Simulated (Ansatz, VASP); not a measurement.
# Two plane-wave programs on NaF

Contents of INCAR:

```
  ALGO = Normal
  EDIFF = 1E-6
  EDIFFG = -0.01
  ENCUT = 600
  GGA = PE
  IBRION = 2
  ISIF = 3
  ISMEAR = 0
  LASPH = True
  LCHARG = False
  LREAL = False
  LWAVE = False
  NELM = 80
  NSW = 100
  PREC = Accurate
  SIGMA = 0.02
```

KPOINTS

```
k-points
0
Gamma
  9 9 4
```

File POSCAR:

```
NaF
1.0
    3.6914885265      0.0000000000      0.0000000000
   -1.8457442632      3.1969228417      0.0000000000
    0.0000000000      0.0000000000      5.7423128120
Na F
2 2
Direct
    0.3333333333      0.6666666667      0.9443180051
    0.6666666667      0.3333333333      0.4443180051
    0.6666666667      0.3333333333      0.0556819949
    0.3333333333      0.6666666667      0.5556819949
```

Input for Ansatz:

```yaml
crystal:
  lattice:
    - [3.6914885265, 0.0, 0.0]
    - [-1.8457442632, 3.1969228417, 0.0]
    - [0.0, 0.0, 5.742312812]
  atoms:
    - { symbol: Na, position: [0.3333333333, 0.6666666667, 0.9443180051] }
    - { symbol: Na, position: [0.6666666667, 0.3333333333, 0.4443180051] }
    - { symbol: F, position: [0.6666666667, 0.3333333333, 0.0556819949] }
    - { symbol: F, position: [0.3333333333, 0.6666666667, 0.5556819949] }
basis:
  ecutwfc: 420
kpoints:
  mp_grid: { grid: [9, 9, 4] }
hamiltonian:
  xc: pbe
scf:
  occupations: { method: gaussian, width: 0.02 }
output:
  forces: true
  stress: true
  eigenvalues: true
relax:
  adjacent_minimum: "off"
  f_tol: 0.01
  max_steps: 80
  cell: { stress_tol: 0.05 }
```

Alike in both runs: task relaxation of cell and atoms; functional PBE; k mesh 9 × 9 × 4; occupations gaussian, width 0.02 eV; no spin polarisation.

|  | VASP | Ansatz |
| --- | --- | --- |
| version | VASP 6.6.1 | Ansatz 0.2.0 |
| potentials or method | VASP PAW PBE potentials, release 64 (Na_pv, F), cutoff 600 eV | scalar-relativistic, plane waves, PAW |
| valence electrons in the cell | 28 | 32 |

```csv
,VASP,Ansatz,Ansatz less VASP
"gap on the k mesh at the Fermi level, each at its own relaxed structure (eV)",5.50,5.50,0.000
relaxed volume (Å³/atom),15.60,15.67,+0.063
relaxed length of the cell vector where the two differ most in proportion (Å),3.935,3.942,+0.0077
```

VASP's potentials hold 28 valence electrons a cell and Ansatz's 32, so a difference there can come from the potentials and not from the codes.
